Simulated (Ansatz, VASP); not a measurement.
# Zr2P3 in VASP and in Ansatz

INCAR

```
SYSTEM = Zr2P3
PREC     = Accurate       ! precision mode
ENCUT    = 600            ! plane-wave cutoff, eV
EDIFF    = 1E-6           ! SCF threshold, eV
ISMEAR   = 0              ! smearing method
SIGMA    = 0.1            ! smearing width, eV
LREAL    = .FALSE.        ! projectors in reciprocal space
LASPH    = .TRUE.         ! aspherical terms in the spheres
NELM     = 60             ! most SCF steps
ALGO     = Normal         ! electronic algorithm
ISIF     = 3              ! what is computed and relaxed
LWAVE    = .FALSE.        ! write WAVECAR
LCHARG   = .FALSE.        ! write CHGCAR
GGA      = PE             ! functional
IBRION   = 2              ! ionic algorithm
NSW      = 90             ! ionic steps
EDIFFG   = -0.04          ! ionic threshold
```

The input KPOINTS:

```
regular mesh
0
G
  6 6 4
  0 0 0
```

POSCAR

```
Zr2P3
1.0
    4.2600022214      0.0000000000      0.0000000000
   -2.1300011107      3.6892701439      0.0000000000
    0.0000000000      0.0000000000      5.1435598244
Zr P
2 3
Direct
    0.3333333333      0.6666666667      0.1380000000
    0.6666666667      0.3333333333      0.8620000000
    0.0000000000      0.0000000000      0.0000000000
    0.3333333333      0.6666666667      0.6250000000
    0.6666666667      0.3333333333      0.3750000000
```

Input for Ansatz:

```yaml
crystal:
  lattice:
    - [4.2600022214, 0.0, 0.0]
    - [-2.1300011107, 3.6892701439, 0.0]
    - [0.0, 0.0, 5.1435598244]
  atoms:
    - { symbol: Zr, position: [0.3333333333, 0.6666666667, 0.138] }
    - { symbol: Zr, position: [0.6666666667, 0.3333333333, 0.862] }
    - { symbol: P, position: [0.0, 0.0, 0.0] }
    - { symbol: P, position: [0.3333333333, 0.6666666667, 0.625] }
    - { symbol: P, position: [0.6666666667, 0.3333333333, 0.375] }
basis:
  ecutwfc: 420
kpoints:
  mp_grid: { grid: [6, 6, 4] }
hamiltonian:
  xc: pbe
scf:
  occupations: { method: gaussian, width: 0.1 }
  lower_state_search: "off"
output:
  forces: true
  stress: true
  eigenvalues: true
relax:
  adjacent_minimum: "off"
  f_tol: 0.04
  max_steps: 70
  cell: { stress_tol: 0.4 }
```

Alike in both runs: task relaxation of cell and atoms; functional PBE; k mesh 6 × 6 × 4; occupations gaussian, width 0.1 eV; no spin polarisation.

```csv
,VASP,Ansatz
version,VASP 6.6.1,Ansatz 0.2.0
potentials or method,"VASP PAW PBE potentials, release 64 (Zr_sv, P), cutoff 600 eV","scalar-relativistic, plane waves, PAW"
valence electrons in the cell,39,39
```

|  | VASP | Ansatz | Ansatz less VASP |
| --- | --- | --- | --- |
| gap on the k mesh at the Fermi level, each at its own relaxed structure (eV) | none | none | - |
| relaxed volume (Å³/atom) | 19.35 | 19.31 | -0.032 |
| relaxed cell length with the largest relative difference (Å) | 4.624 | 4.621 | -0.0029 |

A gap of «none» marks a metal or a gap that the smearing closes.

Noted on VASP's run: the volume moved by over 15 % at a fixed basis, so the end points are rough.
